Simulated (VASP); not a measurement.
A run of VASP 6.6.1 is set up as follows.

Contents of POSCAR:

```
ZnS
1.0
    3.8110000000      0.0000000000      0.0000000000
   -1.9055000000      3.3004228138      0.0000000000
    0.0000000000      0.0000000000      6.2340000000
Zn S
2 2
Direct
    0.6666666667      0.3333333333      0.5000000000
    0.3333333333      0.6666666667      0.0000000000
    0.6666666667      0.3333333333      0.8850000000
    0.3333333333      0.6666666667      0.3850000000
```

The input INCAR.step1:

```
SYSTEM = ZnS
PREC = Accurate
ENCUT = 520
EDIFF = 1E-5
ISMEAR = -1
SIGMA = 0.05
LREAL = .False.
LASPH = .True.
NELM = 60
ALGO = Normal
ISIF = 2
LWAVE = .True.
LCHARG = .False.
NBANDS = 26
GGA = PE
```

INCAR.step2

```
SYSTEM = ZnS
PREC = Accurate
ENCUT = 520
EDIFF = 1E-6
ISMEAR = -1
SIGMA = 0.05
LREAL = .False.
LASPH = .True.
NELM = 60
ALGO = Normal
ISIF = 2
LWAVE = .False.
LCHARG = .False.
METAGGA = R2SCAN
LHFCALC = .True.
AEXX = 0.25
LMIXTAU = .True.
PRECFOCK = Normal
NBANDS = 26
ISTART = 1
```

KPOINTS

```
Automatic mesh
0
Gamma
  4 4 3
  0 0 0
```

Potentials or basis: VASP PAW PBE potentials, release 64 (Zn, S).

Launch:

```console
$ cat potpaw_PBE.64/Zn/POTCAR potpaw_PBE.64/S/POTCAR > POTCAR
$ cp INCAR.step1 INCAR
$ mpirun -np 1 vasp_std > vasp.out
$ cp INCAR.step2 INCAR
$ mpirun -np 1 vasp_std > vasp.out
```

Task: What does it give for the pressure?

Result: 0.3 GPa.

Task: Predict the band gap on the k mesh.

Result: 4.51 eV, direct.

Task: What does it give for the largest force?

Result: 0.332 eV/Å.

Stress tensor (GPa, compression positive):
```
 1.12  0.00  0.00
 0.00  1.12  0.00
 0.00  0.00 -1.32
```

Caveat: the k points lie up to 0.48 Å⁻¹ apart; the PAW data sets were made with another functional, which shifts forces and pressure a little.
